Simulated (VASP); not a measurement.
# Sr2ZnB6W (Fm-3m) in VASP: single point with PBE

Aim: the single point of Sr2ZnB6W with PBE.

All numbers are computed with VASP 6.6.1; they aren't measurements. Logs are shortened: lines on timing, memory, paths and dates and some standing lists are left out, and cuts for length are marked.

## Step 1: The cell of the first run

Symmetry: Fm-3m, No. 225, cubic system. Conventional cell: a = 7.947 Å, b = 7.947 Å, c = 7.947 Å, α = 90.00°, β = 90.00°, γ = 90.00°. Within 2.4 Å of Zn (site symmetry m-3m) lie 6 B at 1.79 Å. Within 2.9 Å of W (site symmetry m-3m) lie 6 B at 2.19 Å. Within 2.4 Å of B (site symmetry 4mm) lie 1 Zn at 1.79 Å and 1 W at 2.19 Å. Within 3.7 Å of Sr (site symmetry -43m) lie 12 B at 2.82 Å and 4 Zn at 3.44 Å and 4 W at 3.44 Å.

## Step 2: Single point, PBE

Contents of POSCAR:

```
Sr2ZnB6W
1.0
    0.0000000000      3.9733320000      3.9733320000
    3.9733320000      0.0000000000      3.9733320000
    3.9733320000      3.9733320000      0.0000000000
Zn W B Sr
1 1 6 2
Direct
    0.5000000000      0.5000000000      0.5000000000
    0.0000000000      0.0000000000      0.0000000000
    0.7250000000      0.2750000000      0.2750000000
    0.2750000000      0.7250000000      0.2750000000
    0.2750000000      0.7250000000      0.7250000000
    0.7250000000      0.2750000000      0.7250000000
    0.2750000000      0.2750000000      0.7250000000
    0.7250000000      0.7250000000      0.2750000000
    0.2500000000      0.2500000000      0.2500000000
    0.7500000000      0.7500000000      0.7500000000
```

Contents of INCAR.step1:

```
PREC     = Accurate       # precision mode
ENCUT    = 520            # plane-wave cutoff, eV
EDIFF    = 1E-7           # SCF threshold, eV
ISMEAR   = -1             # smearing method
SIGMA    = 0.1            # smearing width, eV
LREAL    = F              # projectors in reciprocal space
LASPH    = T              # aspherical terms in the spheres
NELM     = 60             # most SCF steps
ALGO     = Normal         # electronic algorithm
ISIF     = 2              # what is computed and relaxed
LWAVE    = F              # write WAVECAR
LCHARG   = T              # write CHGCAR
LMAXMIX  = 4              # l up to which the mixer works
GGA      = PE             # functional
NBANDS   = 43             # bands
```

Contents of KPOINTS.step1:

```
regular mesh
0
Gamma
  7 7 7
```

Contents of INCAR.step2:

```
PREC     = Accurate       # precision mode
ENCUT    = 520            # plane-wave cutoff, eV
EDIFF    = 1E-7           # SCF threshold, eV
ISMEAR   = -5             # smearing method
SIGMA    = 0.1            # smearing width, eV
LREAL    = F              # projectors in reciprocal space
LASPH    = T              # aspherical terms in the spheres
NELM     = 60             # most SCF steps
ALGO     = Normal         # electronic algorithm
ISIF     = 2              # what is computed and relaxed
LWAVE    = F              # write WAVECAR
LCHARG   = F              # write CHGCAR
LMAXMIX  = 4              # l up to which the mixer works
GGA      = PE             # functional
LORBIT   = 11             # projections on sites
NEDOS    = 2001           # points of the DOS
ICHARG   = 11             # starting density
```

Contents of KPOINTS.step2:

```
regular mesh
0
Gamma
  11 11 11
```

Potentials or basis: VASP PAW PBE potentials, release 64 (Zn, W_sv, B, Sr_sv).

Started as:

```bash
> cat potpaw_PBE.64/Zn/POTCAR potpaw_PBE.64/W_sv/POTCAR potpaw_PBE.64/B/POTCAR potpaw_PBE.64/Sr_sv/POTCAR > POTCAR
> cp INCAR.step1 INCAR
> cp KPOINTS.step1 KPOINTS
> mpirun -np 1 vasp_std > vasp.out
> cp INCAR.step2 INCAR
> cp KPOINTS.step2 KPOINTS
> mpirun -np 1 vasp_std > vasp.out
```

OUTCAR:

```text
PREC = Accurate
   ENCUT = 520
   EDIFF = 1E-7
   ISMEAR = -5
   LREAL = F
   LASPH = T
   NELM = 60
   ISIF = 2
   GGA = PE
   LORBIT = 11
   ICHARG = 11

 ion  position               nearest neighbor table
   1  0.500  0.500  0.500-   3 1.79   4 1.79   5 1.79   6 1.79   7 1.79   8 1.79   9 3.44  10 3.44
                             9 3.44   9 3.44   9 3.44  10 3.44  10 3.44  10 3.44
   2  0.000  0.000  0.000-   3 2.19   4 2.19   5 2.19   6 2.19   7 2.19   8 2.19   9 3.44  10 3.44
                            10 3.44  10 3.44  10 3.44   9 3.44   9 3.44   9 3.44
   3  0.725  0.275  0.275-   1 1.79   2 2.19   9 2.82   9 2.82  10 2.82  10 2.82
   4  0.275  0.725  0.275-   1 1.79   2 2.19   9 2.82   9 2.82  10 2.82  10 2.82
   5  0.275  0.725  0.725-   1 1.79   2 2.19   9 2.82   9 2.82  10 2.82  10 2.82
   6  0.725  0.275  0.725-   1 1.79   2 2.19   9 2.82   9 2.82  10 2.82  10 2.82
   7  0.275  0.275  0.725-   1 1.79   2 2.19   9 2.82   9 2.82  10 2.82  10 2.82
   8  0.725  0.725  0.275-   1 1.79   2 2.19   9 2.82   9 2.82  10 2.82  10 2.82
   9  0.250  0.250  0.250-   3 2.82   4 2.82   5 2.82   6 2.82   4 2.82   5 2.82   3 2.82   6 2.82
                             8 2.82   7 2.82   7 2.82   8 2.82   1 3.44   2 3.44   2 3.44   2 3.44
  10  0.750  0.750  0.750-   4 2.82   5 2.82   3 2.82   6 2.82   3 2.82   4 2.82   5 2.82   6 2.82
                             8 2.82   7 2.82   7 2.82   8 2.82   2 3.44   1 3.44   1 3.44   1 3.44

  LATTYP: Found a face centered cubic cell.
 ALAT       =     7.9466640000

  Lattice vectors:

 A1 = (   0.0000000000,   3.9733320000,   3.9733320000)
 A2 = (   3.9733320000,   0.0000000000,   3.9733320000)
 A3 = (   3.9733320000,   3.9733320000,   0.0000000000)

Analysis of symmetry for initial positions (statically):
=====================================================================
 Subroutine PRICEL returns:
 Original cell was already a primitive cell.

 Routine SETGRP: Setting up the symmetry group for a
 face centered cubic supercell.

 Subroutine GETGRP returns: Found 48 space group operations
 (whereof 48 operations were pure point group operations)
 out of a pool of 48 trial point group operations.

The static configuration has the point symmetry O_h .

Analysis of symmetry for dynamics (positions and initial velocities):
=====================================================================
 Subroutine PRICEL returns:
 Original cell was already a primitive cell.

 Routine SETGRP: Setting up the symmetry group for a
 face centered cubic supercell.

 Subroutine GETGRP returns: Found 48 space group operations
 (whereof 48 operations were pure point group operations)
 out of a pool of 48 trial point group operations.

The dynamic configuration has the point symmetry O_h .

 Subroutine INISYM returns: Found 48 space group operations
 (whereof 48 operations are pure point group operations),
 and found     1 'primitive' translations

----------------------------------------------------------------------------------------

                                     Primitive cell

  volume of cell :     125.4569

  direct lattice vectors                    reciprocal lattice vectors
     0.000000000  3.973332000  3.973332000    -0.125838968  0.125838968  0.125838968
     3.973332000  0.000000000  3.973332000     0.125838968 -0.125838968  0.125838968
     3.973332000  3.973332000  0.000000000     0.125838968  0.125838968 -0.125838968

  length of vectors
     5.619140002  5.619140002  5.619140002     0.217959487  0.217959487  0.217959487

  position of ions in fractional coordinates (direct lattice)
     0.500000000  0.500000000  0.500000000
     0.000000000  0.000000000  0.000000000
     0.725000000  0.275000000  0.275000000
     0.275000000  0.725000000  0.275000000
     0.275000000  0.725000000  0.725000000
     0.725000000  0.275000000  0.725000000
     0.275000000  0.275000000  0.725000000
     0.725000000  0.725000000  0.275000000
     0.250000000  0.250000000  0.250000000
     0.750000000  0.750000000  0.750000000

  ion indices of the primitive-cell ions
   primitive index   ion index
                 1           1
                 2           2
                 3           3
                 4           4
                 5           5
                 6           6
                 7           7
                 8           8
                 9           9
                10          10
[... 26 lines left out ...]

 Found     56 irreducible k-points:

 Following reciprocal coordinates:
            Coordinates               Weight
  0.000000  0.000000  0.000000      1.000000
  0.090909  0.000000  0.000000      8.000000
  0.181818  0.000000  0.000000      8.000000
  0.272727  0.000000  0.000000      8.000000
  0.363636  0.000000  0.000000      8.000000
  0.454545  0.000000  0.000000      8.000000
[... 16 lines left out ...]
 -0.272727  0.181818  0.000000     24.000000
 -0.181818  0.181818  0.000000     12.000000
 [... further k-points ...]
   k-points           NKPTS =     56   k-points in BZ     NKDIM =     56   number of bands    NBANDS=     38
   number of dos      NEDOS =   2001   number of ions     NIONS =     10
   total plane-waves  NPLWV =  74088
   dimension x,y,z NGX =    42 NGY =   42 NGZ =   42
   dimension x,y,z NGXF=    84 NGYF=   84 NGZF=   84
   ions per type =               1   1   6   2
   NGX,Y,Z   is equivalent  to a cutoff of  12.43, 12.43, 12.43 a.u.
   NGXF,Y,Z  is equivalent  to a cutoff of  24.85, 24.85, 24.85 a.u.
 SYSTEM =  unknown system
   PREC   = accura    normal or accurate (medium, high low for compatibility)
   ISTART =      0    job   : 0-new  1-cont  2-samecut
   ICHARG =     11    charge: 1-file 2-atom 10-const
   ISPIN  =      1    spin polarized calculation?
   LNONCOLLINEAR =      F non collinear calculations
   LSORBIT =      F    spin-orbit coupling
   LASPH  =      T    aspherical Exc in radial PAW
   ENCUT  =  520.0 eV  38.22 Ry    6.18 a.u.  10.45 10.45 10.45*2*pi/ulx,y,z
   NELM   =     60;   NELMIN=  2; NELMDL=  0     # of ELM steps
   EDIFF  = 0.1E-06   stopping-criterion for ELM
   LREAL  =      F    real-space projection
   EDIFFG = 0.1E-05   stopping-criterion for IOM
   NSW    =      0    number of steps for IOM
   IBRION =     -1    ionic relax: 0-MD 1-quasi-New 2-CG
   NFREE  =      0    steps in history (QN), initial steepest desc. (CG)
   ISIF   =      2    stress and relaxation
   ISYM   =      2    0-nonsym 1-usesym 2-fastsym
   POTIM  = 0.5000    time-step for ionic-motion
   TEBEG  =    0.0;   TEEND  =   0.0 temperature during run
   PSTRESS=    0.0 pullay stress
   NELECT =      64.0000    total number of electrons
   NUPDOWN=      -1.0000    fix difference up-down
   EMIN   =  10.00;   EMAX   =-10.00  energy-range for DOS
   EFERMI =   0.00;   METHOD = LEGACY
   ISMEAR =    -5;   SIGMA  =   0.10  broadening in eV -4-tet -1-fermi 0-gaus
   EFERMI_NEDOS =   21; number of points for ismear=-14 and -15
   IALGO  =     38    algorithm
   IMIX   =      4    mixing-type and parameters
     AMIX     =   0.40;   BMIX     =  1.00
     AMIX_MAG =   1.60;   BMIX_MAG =  1.00
  volume/ion in A,a.u.               =      12.55        84.66
  Fermi-wavevector in a.u.,A,eV,Ry     =   1.308087  2.471926 23.280815  1.711092
  Thomas-Fermi vector in A             =   2.438778
   LORBIT       =     11    0 simple, 1 ext, 2 COOP (PROOUT), +10 PAW based schemes
   GGA     = PE    functional components
   LHFCALC =     F    Hartree Fock is set to
   AEXX    =    0.0000 exact exchange contribution
   IVDW    =     0    specifies the selected vdW correction
   LEPSILON=     F    determine dielectric tensor
   LRPA    =     F    only Hartree local field effects (RPA)
 non-spin polarized calculation
 Fermi weights with tetrahedron method with Bloechl corrections
  energy-cutoff  :      520.00
  volume of cell :      125.46
 maximum number of plane-waves:      3404
 NGX is ok and might be reduce to    42

 number of electron      64.0000010 magnetization

 Free energy of the ion-electron system (eV)
  ---------------------------------------------------
  ext. energy  EPLUGINS =         0.00000000
  ---------------------------------------------------
  free energy    TOTEN  =       -46.32757670 eV

  energy without entropy =      -46.32757670  energy(sigma->0) =      -46.32757670

 E-fermi :   5.5000     XC(G=0): -11.3956

 val. band max:        5.6214127308   @ k =  -0.2727   0.4545   0.1818
 cond. band min:       5.4597662665   @ k =   0.2727   0.2727   0.0000
 fundamental gap:     -0.1616464643
 Fermi energy:         5.4999928930

 k-point     1 :       0.0000    0.0000    0.0000
  band No.  band energies     occupation
      1     -68.0641      2.00000
      2     -32.3374      2.00000
      3     -32.3374      2.00000
      4     -32.3374      2.00000
      5     -28.1630      2.00000
      6     -28.1077      2.00000
[... 973 lines left out ...]
     37       8.4629      0.00000
     38       8.5595      0.00000

 [... further k-points ...]

------------------------ aborting loop because EDIFF is reached ----------------------------------------

  FORCE on cell =-STRESS in cart. coord.  units (eV):
  Direction    XX          YY          ZZ          XY          YZ          ZX
  --------------------------------------------------------------------------------------
  -------------------------------------------------------------------------------------
  Total       21.2438862     21.2438862     21.2438862     -0.0000000     -0.0000000     -0.0000000
  in kB      271.3001214    271.3001214    271.3001214     -0.0000000     -0.0000000     -0.0000000
  external PRESSURE =     271.3001214 kB  Pullay stress =       0.0000000 kB

 VOLUME and BASIS-vectors are now :
 -----------------------------------------------------------------------------
  energy-cutoff  :      520.00
  volume of cell :      125.46
      direct lattice vectors                 reciprocal lattice vectors
     0.000000000  3.973332000  3.973332000    -0.125838968  0.125838968  0.125838968
     3.973332000  0.000000000  3.973332000     0.125838968 -0.125838968  0.125838968
     3.973332000  3.973332000  0.000000000     0.125838968  0.125838968 -0.125838968

 POSITION                                       TOTAL-FORCE (eV/Angst)
 -----------------------------------------------------------------------------------
      3.97333      3.97333      3.97333         0.000000     -0.000000     -0.000000
      0.00000      0.00000      0.00000         0.000000     -0.000000     -0.000000
      2.18533      3.97333      3.97333        -3.427572     -0.000000     -0.000000
      3.97333      2.18533      3.97333         0.000000     -3.427572     -0.000000
      5.76133      3.97333      3.97333         3.427572     -0.000000     -0.000000
      3.97333      5.76133      3.97333         0.000000      3.427572     -0.000000
      3.97333      3.97333      2.18533         0.000000     -0.000000     -3.427572
      3.97333      3.97333      5.76133         0.000000     -0.000000      3.427572
      1.98667      1.98667      1.98667        -0.000000      0.000000      0.000000
      5.96000      5.96000      5.96000         0.000000      0.000000      0.000000
 -----------------------------------------------------------------------------------
    total drift:                               -0.000000     -0.000000     -0.000000

  FREE ENERGIE OF THE ION-ELECTRON SYSTEM (eV)
  ---------------------------------------------------
  free  energy   TOTEN  =       -46.3275766984 eV

  energy  without entropy=      -46.3275766984  energy(sigma->0) =      -46.32757670

 total charge

# of ion       s       p       d       tot
------------------------------------------
    1        0.923   1.588   9.842  12.352
    2        2.388   6.420   3.398  12.206
    3        0.772   0.991   0.000   1.763
    4        0.772   0.991   0.000   1.763
    5        0.772   0.991   0.000   1.763
    6        0.772   0.991   0.000   1.763
    7        0.772   0.991   0.000   1.763
    8        0.772   0.991   0.000   1.763
    9        2.020   5.827   0.389   8.236
   10        2.020   5.827   0.389   8.236
--------------------------------------------------
tot         11.984  25.611  14.017  51.611
```

Run time: 10 min. Hardware: 1 thread of AMD EPYC 7R43 (Zen 3), shared host; peak memory 0.39 GiB.

Results:

| Quantity | Value |
| --- | --- |
| Valence electrons inside the program's atomic spheres | Zn 12.35; W 12.21; B 1.76; Sr 8.24 |

Caveat: spin-orbit coupling is left out, which moves the levels of the heavy elements; tetrahedron occupations give inexact forces and stress in metals.
